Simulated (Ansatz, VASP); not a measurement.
Two plane-wave programs on ZnS

INCAR

```
SYSTEM = ZnS
PREC = Accurate ; ENCUT = 520
EDIFF = 1E-6 ; ISMEAR = 0
SIGMA = 0.05 ; LREAL = .False.
LASPH = .True. ; NELM = 100
ALGO = Normal ; ISIF = 2
LWAVE = .False. ; LCHARG = .False.
GGA = PE ; NBANDS = 26
```

File KPOINTS:

```
regular mesh
0
Gamma
  12 12 4
  0 0 0
```

The input POSCAR:

```
ZnS
1.0
    3.8454929889      0.0000000000      0.0000000000
   -1.9227464944      3.3302946184      0.0000000000
    0.0000000000      0.0000000000      6.3053333047
Zn S
2 2
Direct
    0.3333333333      0.6666666667      0.0052197899
    0.6666666667      0.3333333333      0.5052197899
    0.2865252906      0.6198586240      0.3797802101
    0.6666666667      0.3333333333      0.8797802101
```

Input for Ansatz:

```yaml
crystal:
  lattice:
    - [3.8454929889, 0.0, 0.0]
    - [-1.9227464944, 3.3302946184, 0.0]
    - [0.0, 0.0, 6.3053333047]
  atoms:
    - { symbol: Zn, position: [0.3333333333, 0.6666666667, 0.0052197899] }
    - { symbol: Zn, position: [0.6666666667, 0.3333333333, 0.5052197899] }
    - { symbol: S, position: [0.2865252906, 0.619858624, 0.3797802101] }
    - { symbol: S, position: [0.6666666667, 0.3333333333, 0.8797802101] }
basis:
  ecutwfc: 420
kpoints:
  mp_grid: { grid: [12, 12, 4] }
hamiltonian:
  xc: pbe
scf:
  occupations: { method: gaussian, width: 0.05 }
output:
  forces: true
  stress: true
  eigenvalues: true
```

Alike in both runs: task single point; functional PBE; k mesh 12 × 12 × 4; occupations gaussian, width 0.05 eV; no spin polarisation.

|  | VASP | Ansatz |
| --- | --- | --- |
| version | VASP 6.6.1 | Ansatz 0.2.0 |
| potentials or method | VASP PAW PBE potentials, release 64 (Zn, S), cutoff 520 eV | scalar-relativistic, plane waves, PAW |
| valence electrons in the cell | 36 | 36 |

Ansatz gave:

* gap on the k mesh at the Fermi level (eV): 2.05
* least direct gap on the mesh (eV): 2.05
* pressure (GPa): 0.5
* traceless stress, the component that is largest in VASP (GPa): 1.81
* rms of the force components (eV/Å): 0.456

Q: Estimate VASP's values.

A: gap on the k mesh at the Fermi level (eV): 2.05; least direct gap on the mesh (eV): 2.05; pressure (GPa): 0.7; traceless stress, the component that is largest in VASP (GPa): 1.83; rms of the force components (eV/Å): 0.459.

Atom by atom the forces differ by 0.003 eV/Å (rms over components). With one functional, cell and mesh, what is left measures potentials, basis and numerics.
